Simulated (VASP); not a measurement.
Set up this calculation in VASP 6.6.1, as the native input.

* Task: single point
* Functional: PBE
* Potentials or basis: VASP PAW PBE potentials, release 64 (H)
* Cutoff: 520 eV
* k mesh: 1 × 1 × 1
* Occupations: fermi-dirac, width 0.05 eV
* Spin: no spin polarisation
* Dipole correction: no
* Further INCAR settings: LREAL = Auto; ALGO = Normal; EDIFF = 1e-06; NBANDS = 30

The structure of H lies in POSCAR:

```
H
1.0
    6.8682850000      0.0000000000      0.0000000000
    0.0000000000      6.8682850000      0.0000000000
    0.0000000000      0.0000000000      6.8682850000
H
24
Direct
    0.7722888610      0.4354070922      0.7206020135
    0.7807625921      0.5397854049      0.7352490469
    0.4558051974      0.0995153812     -0.0127833950
    0.3509318556      0.1103623394      0.0184034297
    0.1775843606      0.1768563768      0.7513229285
    0.0693186145      0.1479263018      0.7447273956
    0.6074878954      0.7578019840      0.3010940868
    0.6663089840      0.6648238971      0.2887474821
    0.0244165756      0.5710741473      1.0894131504
    0.0918424323      0.5132431167      1.0295146459
    0.4164940738      0.8037814389      0.7083718861
    0.4125338421      0.7302259589      0.6279733587
    0.3240110159      0.4449873586      0.4124756034
    0.2196181434      0.4383190272      0.3907816871
    0.7421940120      0.9335081465      0.7432277490
    0.7261929288      0.9964350635      0.8297413401
    0.0843733188      0.9962166684      0.2493781199
    0.0646595184      1.0108200228      0.3536545149
    0.4416677526      0.0863679943      0.4104809279
    0.5106078155      0.1047423047      0.4940971436
    0.9149300007      0.2423749160      0.4746017383
    0.8418258707      0.2885727660      0.5397271662
    0.7734536351      0.2328092093      0.1503140886
    0.8238301119      0.3089854309      0.0796268646
```

One way to write it, as run:

INCAR

```
SYSTEM = H
PREC = Accurate ; ENCUT = 520
EDIFF = 1E-6 ; ISMEAR = -1
SIGMA = 0.05 ; LREAL = Auto
LASPH = .True. ; NELM = 100
ALGO = Normal ; ISIF = 2
LWAVE = .False. ; LCHARG = .False.
GGA = PE ; NBANDS = 30
```

KPOINTS

```
regular mesh
0
Gamma
  1 1 1
  0 0 0
```

Potentials or basis: VASP PAW PBE potentials, release 64 (H).

Command:

```sh
$ cat potpaw_PBE.64/H/POTCAR > POTCAR
$ mpirun -np 1 vasp_gam > vasp.out
```

It gave:

| Item | Value |
| --- | --- |
| Pressure | 0.5 GPa |
| Largest force | 1.353 eV/Å |
| Band gap on the k mesh | 8.79 eV |

Caveat: the k points lie up to 0.91 Å⁻¹ apart.

Wall time 24 s on 1 thread of Intel Xeon 6975P-C, with other jobs on the host, peak memory 0.37 GiB.
